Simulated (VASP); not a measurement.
Set up this calculation in VASP 6.6.1, as the native input.

| Property | Result |
| --- | --- |
| Task | relaxation of cell and atoms |
| Functional | r2SCAN |
| Potentials or basis | VASP PAW PBE potentials, release 64 (P, Ir) |
| Cutoff | 600 eV |
| k mesh | 14 × 14 × 14 |
| Occupations | gaussian, width 0.1 eV |
| Spin | no spin polarisation |
| Dipole correction | no |
| Further INCAR settings | ALGO = Normal; EDIFF = 1e-06; IBRION = 2; EDIFFG = -0.005; NSW = 100; ISIF = 3 |

PIr2:

```
P Ir
1.0
     0.00000    2.76750    2.76750
     2.76750    0.00000    2.76750
     2.76750    2.76750    0.00000
P Ir
1 2
Direct
  0.00000 0.00000 0.00000
  0.25000 0.25000 0.25000
  0.75000 0.75000 0.75000
```

One way to write it, as run:

POSCAR

```
PIr2
1.0
    0.0000000000      2.7675000000      2.7675000000
    2.7675000000      0.0000000000      2.7675000000
    2.7675000000      2.7675000000      0.0000000000
P Ir
1 2
Direct
    0.0000000000      0.0000000000      0.0000000000
    0.2500000000      0.2500000000      0.2500000000
    0.7500000000      0.7500000000      0.7500000000
```

INCAR.step1

```
SYSTEM = PIr2
PREC     = Accurate       ! precision mode
ENCUT    = 600            ! plane-wave cutoff, eV
ISMEAR   = 0              ! smearing method
SIGMA    = 0.1            ! smearing width, eV
LREAL    = .FALSE.        ! projectors in reciprocal space
LASPH    = .TRUE.         ! aspherical terms in the spheres
NELM     = 100            ! most SCF steps
GGA      = PE             ! functional
ALGO     = Normal         ! electronic algorithm
EDIFF    = 1E-4           ! SCF threshold, eV
LWAVE    = .TRUE.         ! write WAVECAR
LCHARG   = .FALSE.        ! write CHGCAR
```

INCAR.step2

```
SYSTEM = PIr2
PREC     = Accurate       ! precision mode
ENCUT    = 600            ! plane-wave cutoff, eV
EDIFF    = 1E-6           ! SCF threshold, eV
ISMEAR   = 0              ! smearing method
SIGMA    = 0.1            ! smearing width, eV
LREAL    = .FALSE.        ! projectors in reciprocal space
LASPH    = .TRUE.         ! aspherical terms in the spheres
NELM     = 100            ! most SCF steps
ALGO     = Normal         ! electronic algorithm
ISIF     = 3              ! what is computed and relaxed
LWAVE    = .FALSE.        ! write WAVECAR
LCHARG   = .FALSE.        ! write CHGCAR
METAGGA  = R2SCAN         ! meta-GGA
LMIXTAU  = .TRUE.       
IBRION   = 2              ! ionic algorithm
NSW      = 100            ! ionic steps
EDIFFG   = -0.005         ! ionic threshold
ISTART   = 1
```

KPOINTS

```
regular mesh
0
G
  14 14 14
  0 0 0
```

Potentials or basis: VASP PAW PBE potentials, release 64 (P, Ir).

Command:

```sh
$ cat potpaw_PBE.64/P/POTCAR potpaw_PBE.64/Ir/POTCAR > POTCAR
$ cp INCAR.step1 INCAR
$ mpirun -np 1 vasp_std > vasp.out
$ cp INCAR.step2 INCAR
$ mpirun -np 1 vasp_std > vasp.out
```

It gave:

```
Relaxed volume                         : 14.31 Å³/atom
Relaxed cell                           : a = 3.930 Å, b = 3.930 Å, c = 3.930 Å, α = 60.00°, β = 60.00°, γ = 60.00°
Space group after relaxing (to 0.05 Å) : Fm-3m (No. 225)
Energy gained by relaxing              : 2.0 meV/atom
Ionic steps                            : 3
Pressure after relaxing                : 0.0 GPa
```

Caveat: the PAW data sets were made with another functional, which shifts forces and pressure a little.

Run time: 4.1 min on 1 thread of Intel(R) Xeon(R) 6975P-C (Granite Rapids), with other jobs on the host, peak memory 0.25 GiB.
